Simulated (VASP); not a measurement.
# Mg in VASP: a series of runs, part 2 of 2

VASP 6.6.1.

## 3. Relaxation of cell and atoms, PBE

This run uses another cell than the first one: it holds 1 atom, not 6.

INCAR

```
ALGO = Fast ; EDIFF = 1E-6
EDIFFG = -0.01 ; ENCUT = 600
GGA = PE ; IBRION = 2
ISIF = 3 ; ISMEAR = 0
LASPH = T ; LCHARG = F
LREAL = F ; LWAVE = F
NELM = 60 ; NSW = 100
PREC = Accurate ; SIGMA = 0.1
```

KPOINTS

```
k-points
0
Gamma
  22 22 22
```

POSCAR

```
Mg
1.0
    0.0000000000      2.2625763749      2.3215298769
    2.1896125198      0.0000000000      2.3215298769
    2.1896125198      2.2625763749      0.0000000000
Mg
1
Direct
    0.0000000000      0.0000000000      0.0000000000
```

Potentials or basis: VASP PAW PBE potentials, release 64 (Mg).

On the command line:

```console
> cat potpaw_PBE.64/Mg/POTCAR > POTCAR
> mpirun -np 1 vasp_std > vasp.out
```

OUTCAR:

```text
EDIFF = 1E-6
   EDIFFG = -0.01
   ENCUT = 600
   GGA = PE
   IBRION = 2
   ISIF = 3
   ISMEAR = 0
   LASPH = T
   LREAL = F
   NELM = 60
   NSW = 100
   PREC = Accurate

 ion  position               nearest neighbor table
   1  0.000  0.000  0.000-

  LATTYP: Found a face centered orthorhombic cell.
 ALAT       =     4.3792250396
 B/A-ratio  =     1.0333227247
 C/A-ratio  =     1.0602468957

  Lattice vectors:

 A1 = (   0.0000000000,   2.2625763749,   2.3215298769)
 A2 = (   2.1896125198,   0.0000000000,   2.3215298769)
 A3 = (   2.1896125198,   2.2625763749,   0.0000000000)

Analysis of symmetry for initial positions (statically):
=====================================================================
 Subroutine PRICEL returns:
 Original cell was already a primitive cell.

 Routine SETGRP: Setting up the symmetry group for a
 face centered orthorhombic supercell.

 Subroutine GETGRP returns: Found  8 space group operations
 (whereof  8 operations were pure point group operations)
 out of a pool of  8 trial point group operations.

The static configuration has the point symmetry D_2h.

Analysis of symmetry for dynamics (positions and initial velocities):
=====================================================================
 Subroutine PRICEL returns:
 Original cell was already a primitive cell.

 Routine SETGRP: Setting up the symmetry group for a
 face centered orthorhombic supercell.

 Subroutine GETGRP returns: Found  8 space group operations
 (whereof  8 operations were pure point group operations)
 out of a pool of  8 trial point group operations.

The dynamic configuration has the point symmetry D_2h.

 Subroutine INISYM returns: Found  8 space group operations
 (whereof  8 operations are pure point group operations),
 and found     1 'primitive' translations

----------------------------------------------------------------------------------------

                                     Primitive cell

  volume of cell :      23.0025

  direct lattice vectors                    reciprocal lattice vectors
     0.000000000  2.262576375  2.321529877    -0.228350905  0.220987015  0.215375217
     2.189612520  0.000000000  2.321529877     0.228350905 -0.220987015  0.215375217
     2.189612520  2.262576375  0.000000000     0.228350905  0.220987015 -0.215375217

  length of vectors
     3.241720658  3.191222956  3.148595693     0.383882639  0.383882639  0.383882639

  position of ions in fractional coordinates (direct lattice)
     0.000000000  0.000000000  0.000000000

  ion indices of the primitive-cell ions
   primitive index   ion index
                 1           1

----------------------------------------------------------------------------------------

 KPOINTS: k-points

Automatic generation of k-mesh.
 Grid dimensions read from file:
 generate k-points for:   22   22   22

 Generating k-lattice:

  Cartesian coordinates                     Fractional coordinates (reciprocal lattice)
[... 43 lines left out ...]
   number of dos      NEDOS =    301   number of ions     NIONS =      1
   total plane-waves  NPLWV =  21952
   dimension x,y,z NGX =    28 NGY =   28 NGZ =   28
   dimension x,y,z NGXF=    56 NGYF=   56 NGZF=   56
   ions per type =               1
   NGX,Y,Z   is equivalent  to a cutoff of  14.36, 14.59, 14.78 a.u.
   NGXF,Y,Z  is equivalent  to a cutoff of  28.72, 29.17, 29.57 a.u.
 SYSTEM =  unknown system
   PREC   = accura    normal or accurate (medium, high low for compatibility)
   ISTART =      0    job   : 0-new  1-cont  2-samecut
   ICHARG =      2    charge: 1-file 2-atom 10-const
   ISPIN  =      1    spin polarized calculation?
   LNONCOLLINEAR =      F non collinear calculations
   LSORBIT =      F    spin-orbit coupling
   LASPH  =      T    aspherical Exc in radial PAW
   ENCUT  =  600.0 eV  44.10 Ry    6.64 a.u.   6.47  6.37  6.29*2*pi/ulx,y,z
   NELM   =     60;   NELMIN=  2; NELMDL= -5     # of ELM steps
   EDIFF  = 0.1E-05   stopping-criterion for ELM
   LREAL  =      F    real-space projection
   EDIFFG = -.1E-01   stopping-criterion for IOM
   NSW    =    100    number of steps for IOM
   IBRION =      2    ionic relax: 0-MD 1-quasi-New 2-CG
   NFREE  =      1    steps in history (QN), initial steepest desc. (CG)
   ISIF   =      3    stress and relaxation
   ISYM   =      2    0-nonsym 1-usesym 2-fastsym
   POTIM  = 0.5000    time-step for ionic-motion
   TEBEG  =    0.0;   TEEND  =   0.0 temperature during run
   PSTRESS=    0.0 pullay stress
   NELECT =       2.0000    total number of electrons
   NUPDOWN=      -1.0000    fix difference up-down
   EMIN   =  10.00;   EMAX   =-10.00  energy-range for DOS
   EFERMI =   0.00;   METHOD = LEGACY
   ISMEAR =     0;   SIGMA  =   0.10  broadening in eV -4-tet -1-fermi 0-gaus
   EFERMI_NEDOS =   21; number of points for ismear=-14 and -15
   IALGO  =     68    algorithm
   IMIX   =      4    mixing-type and parameters
     AMIX     =   0.40;   BMIX     =  1.00
     AMIX_MAG =   1.60;   BMIX_MAG =  1.00
  volume/ion in A,a.u.               =      23.00       155.23
  Fermi-wavevector in a.u.,A,eV,Ry     =   0.725259  1.370541  7.156676  0.526001
  Thomas-Fermi vector in A             =   1.815936
   LORBIT       =      0    0 simple, 1 ext, 2 COOP (PROOUT), +10 PAW based schemes
   GGA     = PE    functional components
   LHFCALC =     F    Hartree Fock is set to
   AEXX    =    0.0000 exact exchange contribution
   IVDW    =     0    specifies the selected vdW correction
   LEPSILON=     F    determine dielectric tensor
   LRPA    =     F    only Hartree local field effects (RPA)
 conjugate gradient relaxation of ions
 non-spin polarized calculation
 RMM-DIIS sequential band-by-band and
 Gauss-broadening in eV      SIGMA  =   0.10
  energy-cutoff  :      600.00
  volume of cell :       23.00
 maximum number of plane-waves:       783
 NGX is ok and might be reduce to    28

--------------------------------------- Ionic step        1  -------------------------------------------

 number of electron       2.0000000 magnetization

 Free energy of the ion-electron system (eV)
  ---------------------------------------------------
  ext. energy  EPLUGINS =         0.00000000
  ---------------------------------------------------
  free energy    TOTEN  =        -1.49326800 eV

  energy without entropy =       -1.49110697  energy(sigma->0) =       -1.49218749

------------------------ aborting loop because EDIFF is reached ----------------------------------------

  FORCE on cell =-STRESS in cart. coord.  units (eV):
  Direction    XX          YY          ZZ          XY          YZ          ZX
  --------------------------------------------------------------------------------------
  -------------------------------------------------------------------------------------
  Total        0.0379682      0.0478466     -0.0618125      0.0000000      0.0000000      0.0000000
  in kB        2.6445733      3.3326302     -4.3053854      0.0000000      0.0000000      0.0000000
  external PRESSURE =       0.5572727 kB  Pullay stress =       0.0000000 kB
[... 232 lines left out ...]
--------------------------------------- Ionic step        8  -------------------------------------------

 number of electron       2.0000000 magnetization

 Free energy of the ion-electron system (eV)
  ---------------------------------------------------
  ext. energy  EPLUGINS =         0.00000000
  ---------------------------------------------------
  free energy    TOTEN  =        -1.49431936 eV

  energy without entropy =       -1.49214957  energy(sigma->0) =       -1.49323446

 E-fermi :   2.5810     XC(G=0):  -8.4812

 val. band max:        2.5714877495   @ k =   0.4545  -0.4091   0.0455
 cond. band min:       2.5824666828   @ k =   0.1818  -0.4545   0.0909
 fundamental gap:      0.0109789333
 Fermi energy:         2.5810421441

 k-point     1 :       0.0000    0.0000    0.0000
  band No.  band energies     occupation
      1      -4.3021      2.00000
      2      14.8912      0.00000
      3      14.8942      0.00000
      4      15.0570      0.00000
      5      16.8262      0.00000
[... 177 lines left out ...]
 k-point    24 :      -0.4545    0.0455   -0.0000
  band No.  band energies     occupation
      1       0.5052      2.00000
      2       1.8323      2.00000
      3      12.6811      0.00000
      4      13.6780      0.00000
      5      14.7912      0.00000

 [... further k-points ...]

------------------------ aborting loop because EDIFF is reached ----------------------------------------

  FORCE on cell =-STRESS in cart. coord.  units (eV):
  Direction    XX          YY          ZZ          XY          YZ          ZX
  --------------------------------------------------------------------------------------
  -------------------------------------------------------------------------------------
  Total        0.0021724      0.0006634      0.0018703      0.0000000      0.0000000      0.0000000
  in kB        0.1510952      0.0461440      0.1300801      0.0000000      0.0000000      0.0000000
  external PRESSURE =       0.1091064 kB  Pullay stress =       0.0000000 kB
[... 16 lines left out ...]
  FREE ENERGIE OF THE ION-ELECTRON SYSTEM (eV)
  ---------------------------------------------------
  free  energy   TOTEN  =        -1.4943193579 eV

  energy  without entropy=       -1.4921495651  energy(sigma->0) =       -1.49323446

 reached required accuracy - stopping structural energy minimisation
```

OSZICAR:

```text
N       E                     dE             d eps       ncg     rms          rms(c)
DAV:   1    -0.497313109663E+00   -0.49731E+00   -0.83664E+02 16155   0.306E+02
DAV:   2    -0.149485499008E+01   -0.99754E+00   -0.93656E+00 19100   0.168E+01
DAV:   3    -0.150050149383E+01   -0.56465E-02   -0.56406E-02 19725   0.152E+00
DAV:   4    -0.150051837151E+01   -0.16878E-04   -0.16878E-04 19675   0.659E-02
[... 29 lines left out ...]
RMM:   2    -0.149428459320E+01   -0.65475E-07   -0.35764E-07 11041   0.356E-03
   7 F= -.14942846E+01 E0= -.14932400E+01  d E =-.285825E-04
       N       E                     dE             d eps       ncg     rms          rms(c)
DAV:   1    -0.149431885441E+01   -0.34327E-04   -0.60781E-04 18590   0.129E-01    0.359E-03
RMM:   2    -0.149431935787E+01   -0.50345E-06   -0.25513E-06 13552   0.925E-03
   8 F= -.14943194E+01 E0= -.14932345E+01  d E =-.633472E-04
```

CONTCAR:

```text
Mg
   1.00000000000000
     0.0000000000000000    2.2763186360793624    2.2754386463444605
     2.2236756816990866   -0.0000000000000002    2.2754386463444605
     2.2236756816990866    2.2763186360793624    0.0000000000000000
  Mg
     1
Direct
     0.0000000000000000    0.0000000000000000    0.0000000000000000

  0.00000000E+00  0.00000000E+00  0.00000000E+00
```

It took 6.4 min on 1 thread of Intel Xeon Platinum 8259CL at 2.50GHz (Skylake/Cascade Lake), shared host; peak memory 0.41 GiB.

Results:

```yaml
Free_energy: -1.4943 eV
Relaxed_volume: 23.04 Å³/atom
Relaxed_cell: a = 3.219 Å, b = 3.182 Å, c = 3.182 Å, α = 60.76°, β = 59.61°, γ = 59.63°
Space_group_after_relaxing_to_0.1_Å: I4/mmm (No. 139)
Energy_gained_by_relaxing: 1.1 meV/atom
Ionic_steps: 8
Pressure_after_relaxing: 0.0 GPa
Band_gap_on_the_k_mesh: zero (bands 1 and 2 overlap by 2.62 eV)
```

The path:
```
step  energy change (eV)  largest force (eV/Å)  pressure (GPa)  volume (Å³)
   1              0.0000                0.0000            0.06        23.00
   2             -0.0003                0.0000            0.01        23.03
   3             -0.0009                0.0000           -0.10        23.11
   4             -0.0009                0.0000           -0.14        23.13
   5             -0.0010                0.0000            0.03        23.02
   6             -0.0010                0.0000            0.04        23.02
   7             -0.0010                0.0000            0.03        23.02
   8             -0.0011                0.0000            0.01        23.04
```

Final structure:
```xyz
1
Lattice="0.0000 2.2763 2.2754 2.2237 0.0000 2.2754 2.2237 2.2763 0.0000" Properties=species:S:1:pos:R:3 pbc="T T T"
Mg    0.0000    0.0000    0.0000
```
